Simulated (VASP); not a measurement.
# GaN (Fm-3m) in VASP: single point with BLYP

Aim: the single point of GaN with BLYP.

All numbers are computed with VASP 6.6.1; they aren't measurements. Logs are shortened: lines on timing, memory, paths and dates and some standing lists are left out, and cuts for length are marked.

## (1) The cell of the first run

It takes space group Fm-3m (No. 225, cubic). The conventional cell has a = 4.270 Å, b = 4.270 Å, c = 4.270 Å, α = 90.00°, β = 90.00°, γ = 90.00°. Ga (site symmetry m-3m) has 6 N at 2.14 Å within 2.8 Å. N (site symmetry m-3m) has 6 Ga at 2.14 Å within 2.8 Å.

## (2) Single point, BLYP

The input, INCAR:

```
PREC = Accurate
ENCUT = 520
EDIFF = 1E-6
ISMEAR = 0
SIGMA = 0.01
LREAL = F
LASPH = T
NELM = 60
ALGO = Normal
ISIF = 2
LWAVE = F
LCHARG = T
GGA = B5
ALDAX = 1.0
AGGAX = 1.0
AGGAC = 1.0
ALDAC = 0.0
LELF = T
LVHAR = T
NBANDS = 16
```

The input, KPOINTS:

```
regular mesh
0
Gamma
  8 8 8
```

The input, POSCAR:

```
GaN
1.0
    0.0000000000      2.1352350000      2.1352350000
    2.1352350000      0.0000000000      2.1352350000
    2.1352350000      2.1352350000      0.0000000000
Ga N
1 1
Direct
    0.0000000000      0.0000000000      0.0000000000
    0.5000000000      0.5000000000      0.5000000000
```

Potentials or basis: VASP PAW PBE potentials, release 64 (Ga_d, N).

Launch:

```sh
> cat potpaw_PBE.64/Ga_d/POTCAR potpaw_PBE.64/N/POTCAR > POTCAR
> mpirun -np 1 vasp_std > vasp.out
```

OUTCAR:

```text
PREC = Accurate
   ENCUT = 520
   EDIFF = 1E-6
   ISMEAR = 0
   LREAL = F
   LASPH = T
   NELM = 60
   ISIF = 2
   GGA = B5

 ion  position               nearest neighbor table
   1  0.000  0.000  0.000-   2 2.14   2 2.14   2 2.14   2 2.14   2 2.14   2 2.14
   2  0.500  0.500  0.500-   1 2.14   1 2.14   1 2.14   1 2.14   1 2.14   1 2.14

  LATTYP: Found a face centered cubic cell.
 ALAT       =     4.2704700000

  Lattice vectors:

 A1 = (   0.0000000000,   2.1352350000,   2.1352350000)
 A2 = (   2.1352350000,   0.0000000000,   2.1352350000)
 A3 = (   2.1352350000,   2.1352350000,   0.0000000000)

Analysis of symmetry for initial positions (statically):
=====================================================================
 Subroutine PRICEL returns:
 Original cell was already a primitive cell.

 Routine SETGRP: Setting up the symmetry group for a
 face centered cubic supercell.

 Subroutine GETGRP returns: Found 48 space group operations
 (whereof 48 operations were pure point group operations)
 out of a pool of 48 trial point group operations.

The static configuration has the point symmetry O_h .

Analysis of symmetry for dynamics (positions and initial velocities):
=====================================================================
 Subroutine PRICEL returns:
 Original cell was already a primitive cell.

 Routine SETGRP: Setting up the symmetry group for a
 face centered cubic supercell.

 Subroutine GETGRP returns: Found 48 space group operations
 (whereof 48 operations were pure point group operations)
 out of a pool of 48 trial point group operations.

The dynamic configuration has the point symmetry O_h .

 Subroutine INISYM returns: Found 48 space group operations
 (whereof 48 operations are pure point group operations),
 and found     1 'primitive' translations

----------------------------------------------------------------------------------------

                                     Primitive cell

  volume of cell :      19.4700

  direct lattice vectors                    reciprocal lattice vectors
     0.000000000  2.135235000  2.135235000    -0.234166263  0.234166263  0.234166263
     2.135235000  0.000000000  2.135235000     0.234166263 -0.234166263  0.234166263
     2.135235000  2.135235000  0.000000000     0.234166263  0.234166263 -0.234166263

  length of vectors
     3.019678296  3.019678296  3.019678296     0.405587864  0.405587864  0.405587864

  position of ions in fractional coordinates (direct lattice)
     0.000000000  0.000000000  0.000000000
     0.500000000  0.500000000  0.500000000

  ion indices of the primitive-cell ions
   primitive index   ion index
                 1           1
                 2           2

----------------------------------------------------------------------------------------

 KPOINTS: regular mesh

Automatic generation of k-mesh.
 Grid dimensions read from file:
 generate k-points for:    8    8    8

 Generating k-lattice:

  Cartesian coordinates                     Fractional coordinates (reciprocal lattice)
    -0.029270783  0.029270783  0.029270783     0.125000000  0.000000000  0.000000000
     0.029270783 -0.029270783  0.029270783     0.000000000  0.125000000  0.000000000
     0.029270783  0.029270783 -0.029270783     0.000000000  0.000000000  0.125000000

  Length of vectors
     0.050698483  0.050698483  0.050698483

  Shift w.r.t. Gamma in fractional coordinates (k-lattice)
     0.000000000  0.000000000  0.000000000

 Subroutine IBZKPT returns following result:
 ===========================================

 Found     29 irreducible k-points:

 Following reciprocal coordinates:
            Coordinates               Weight
  0.000000  0.000000  0.000000      1.000000
  0.125000  0.000000  0.000000      8.000000
  0.250000  0.000000  0.000000      8.000000
  0.375000  0.000000  0.000000      8.000000
  0.500000  0.000000  0.000000      4.000000
  0.125000  0.125000  0.000000      6.000000
[... 16 lines left out ...]
  0.500000  0.250000  0.125000     48.000000
 -0.375000  0.250000  0.125000     24.000000
 [... further k-points ...]
   k-points           NKPTS =     29   k-points in BZ     NKDIM =     29   number of bands    NBANDS=     16
   number of dos      NEDOS =    301   number of ions     NIONS =      2
   total plane-waves  NPLWV =  13824
   dimension x,y,z NGX =    24 NGY =   24 NGZ =   24
   dimension x,y,z NGXF=    48 NGYF=   48 NGZF=   48
   ions per type =               1   1
   NGX,Y,Z   is equivalent  to a cutoff of  13.21, 13.21, 13.21 a.u.
   NGXF,Y,Z  is equivalent  to a cutoff of  26.43, 26.43, 26.43 a.u.
 SYSTEM =  unknown system
   PREC   = accura    normal or accurate (medium, high low for compatibility)
   ISTART =      0    job   : 0-new  1-cont  2-samecut
   ICHARG =      2    charge: 1-file 2-atom 10-const
   ISPIN  =      1    spin polarized calculation?
   LNONCOLLINEAR =      F non collinear calculations
   LSORBIT =      F    spin-orbit coupling
   LASPH  =      T    aspherical Exc in radial PAW
   ENCUT  =  520.0 eV  38.22 Ry    6.18 a.u.   5.61  5.61  5.61*2*pi/ulx,y,z
   NELM   =     60;   NELMIN=  2; NELMDL= -5     # of ELM steps
   EDIFF  = 0.1E-05   stopping-criterion for ELM
   LREAL  =      F    real-space projection
   EDIFFG = 0.1E-04   stopping-criterion for IOM
   NSW    =      0    number of steps for IOM
   IBRION =     -1    ionic relax: 0-MD 1-quasi-New 2-CG
   NFREE  =      0    steps in history (QN), initial steepest desc. (CG)
   ISIF   =      2    stress and relaxation
   ISYM   =      2    0-nonsym 1-usesym 2-fastsym
   POTIM  = 0.5000    time-step for ionic-motion
   TEBEG  =    0.0;   TEEND  =   0.0 temperature during run
   PSTRESS=    0.0 pullay stress
   NELECT =      18.0000    total number of electrons
   NUPDOWN=      -1.0000    fix difference up-down
   EMIN   =  10.00;   EMAX   =-10.00  energy-range for DOS
   EFERMI =   0.00;   METHOD = LEGACY
   ISMEAR =     0;   SIGMA  =   0.01  broadening in eV -4-tet -1-fermi 0-gaus
   EFERMI_NEDOS =   21; number of points for ismear=-14 and -15
   IALGO  =     38    algorithm
   IMIX   =      4    mixing-type and parameters
     AMIX     =   0.40;   BMIX     =  1.00
     AMIX_MAG =   1.60;   BMIX_MAG =  1.00
  volume/ion in A,a.u.               =       9.74        65.70
  Fermi-wavevector in a.u.,A,eV,Ry     =   1.594814  3.013761 34.605481  2.543431
  Thomas-Fermi vector in A             =   2.692830
   LORBIT       =      0    0 simple, 1 ext, 2 COOP (PROOUT), +10 PAW based schemes
   GGA     = B5    functional components
   LHFCALC =     F    Hartree Fock is set to
   AEXX    =    0.0000 exact exchange contribution
   IVDW    =     0    specifies the selected vdW correction
   LEPSILON=     F    determine dielectric tensor
   LRPA    =     F    only Hartree local field effects (RPA)
 non-spin polarized calculation
 Gauss-broadening in eV      SIGMA  =   0.01
  energy-cutoff  :      520.00
  volume of cell :       19.47
 maximum number of plane-waves:       544
 NGX is ok and might be reduce to    24
   NGX = 11   NGY = 11   NGZ = 11

 number of electron      18.0000005 magnetization

 Free energy of the ion-electron system (eV)
  ---------------------------------------------------
  ext. energy  EPLUGINS =         0.00000000
  ---------------------------------------------------
  free energy    TOTEN  =        -9.82837227 eV

  energy without entropy =       -9.82837227  energy(sigma->0) =       -9.82837227

 E-fermi :   7.9737     XC(G=0): -12.2953

 val. band max:        7.9099286307   @ k =  -0.2500   0.1250   0.0000
 cond. band min:       8.2359953076   @ k =   0.5000   0.5000   0.0000
 fundamental gap:      0.3260666769
 Fermi energy:         7.9736557885

 k-point     1 :       0.0000    0.0000    0.0000
  band No.  band energies     occupation
      1      -8.9465      2.00000
      2      -6.2144      2.00000
      3      -6.2144      2.00000
      4      -6.2144      2.00000
      5      -6.1305      2.00000
      6      -6.1305      2.00000
[... 8 lines left out ...]
     15      23.2029      0.00000
     16      23.2029      0.00000

 k-point     2 :       0.1250    0.0000    0.0000
  band No.  band energies     occupation
      1      -8.6556      2.00000
      2      -6.2234      2.00000
      3      -6.2048      2.00000
      4      -6.2048      2.00000
      5      -6.1435      2.00000
      6      -6.1435      2.00000
[... 8 lines left out ...]
     15      24.0430      0.00000
     16      24.0430      0.00000

 k-point     3 :       0.2500    0.0000    0.0000
  band No.  band energies     occupation
      1      -7.8376      2.00000
      2      -6.2538      2.00000
      3      -6.2538      2.00000
      4      -6.2417      2.00000
      5      -6.1014      2.00000
      6      -6.1014      2.00000
[... 8 lines left out ...]
     15      25.7976      0.00000
     16      25.7976      0.00000

 k-point     4 :       0.3750    0.0000    0.0000
  band No.  band energies     occupation
      1      -6.7573      2.00000
      2      -6.3230      2.00000
      3      -6.3230      2.00000
      4      -6.2268      2.00000
      5      -6.0377      2.00000
      6      -6.0377      2.00000
[... 8 lines left out ...]
     15      28.4499      0.00000
     16      28.4499      0.00000
[... 324 lines left out ...]
 k-point    22 :       0.3750    0.2500    0.1250
  band No.  band energies     occupation
      1      -7.5274      2.00000
      2      -6.2691      2.00000
      3      -6.2133      2.00000
      4      -6.1467      2.00000
      5      -6.1011      2.00000
      6      -5.7888      2.00000
[... 8 lines left out ...]
     15      29.0384      0.00000
     16      29.4533      0.00000

 k-point    23 :       0.5000    0.2500    0.1250
  band No.  band energies     occupation
      1      -7.1984      2.00000
      2      -6.2805      2.00000
      3      -6.2358      2.00000
      4      -6.1566      2.00000
      5      -6.0340      2.00000
      6      -5.0555      2.00000
[... 8 lines left out ...]
     15      29.0605      0.00000
     16      30.5519      0.00000

 k-point    24 :      -0.3750    0.2500    0.1250
  band No.  band energies     occupation
      1      -7.1122      2.00000
      2      -6.3027      2.00000
      3      -6.2330      2.00000
      4      -6.1585      2.00000
      5      -6.0069      2.00000
      6      -4.5106      2.00000
[... 8 lines left out ...]
     15      26.8630      0.00000
     16      31.4935      0.00000

 [... further k-points ...]

------------------------ aborting loop because EDIFF is reached ----------------------------------------

  FORCE on cell =-STRESS in cart. coord.  units (eV):
  Direction    XX          YY          ZZ          XY          YZ          ZX
  --------------------------------------------------------------------------------------
  -------------------------------------------------------------------------------------
  Total        1.0779189      1.0779189      1.0779189      0.0000000     -0.0000000      0.0000000
  in kB       88.7012315     88.7012315     88.7012315      0.0000000     -0.0000000      0.0000000
  external PRESSURE =      88.7012315 kB  Pullay stress =       0.0000000 kB

 VOLUME and BASIS-vectors are now :
 -----------------------------------------------------------------------------
  energy-cutoff  :      520.00
  volume of cell :       19.47
      direct lattice vectors                 reciprocal lattice vectors
     0.000000000  2.135235000  2.135235000    -0.234166263  0.234166263  0.234166263
     2.135235000  0.000000000  2.135235000     0.234166263 -0.234166263  0.234166263
     2.135235000  2.135235000  0.000000000     0.234166263  0.234166263 -0.234166263

 POSITION                                       TOTAL-FORCE (eV/Angst)
 -----------------------------------------------------------------------------------
      0.00000      0.00000      0.00000        -0.000000      0.000000      0.000000
      2.13524      2.13524      2.13524         0.000000     -0.000000     -0.000000
 -----------------------------------------------------------------------------------
    total drift:                                0.000000     -0.000000     -0.000000

  FREE ENERGIE OF THE ION-ELECTRON SYSTEM (eV)
  ---------------------------------------------------
  free  energy   TOTEN  =        -9.8283722665 eV

  energy  without entropy=       -9.8283722665  energy(sigma->0) =       -9.82837227
```

Wall time 16 s (1 thread of Intel Xeon Platinum 8259CL at 2.50GHz (Skylake/Cascade Lake), shared host); peak memory 0.14 GiB.

Results:

| Quantity | Value |
| --- | --- |
| Free energy | -9.8284 eV |
| Pressure | 8.9 GPa |
| Band gap on the k mesh | 0.33 eV, indirect (least direct gap 2.43 eV) |

Levels at points of the mesh, in eV from the valence-band top:
```csv
k point,band 5,band 6,band 7,band 8,band 9,band 10,band 11,band 12,band 13,band 14
"(0.00, 0.00, 0.00)",-14.04,-14.04,-0.48,-0.48,-0.48,1.96,14.91,14.91,14.91,15.29
"(0.50, 0.00, 0.00)",-13.92,-13.88,-7.99,-0.14,-0.14,4.88,8.85,9.00,9.00,16.56
"(0.50, 0.50, 0.00)",-13.87,-11.06,-6.68,-2.86,-2.86,0.33,8.34,11.73,14.09,14.09
```

Caveat: the PAW data sets were made with another functional, which shifts forces and pressure a little. A k mesh can miss the band edges.
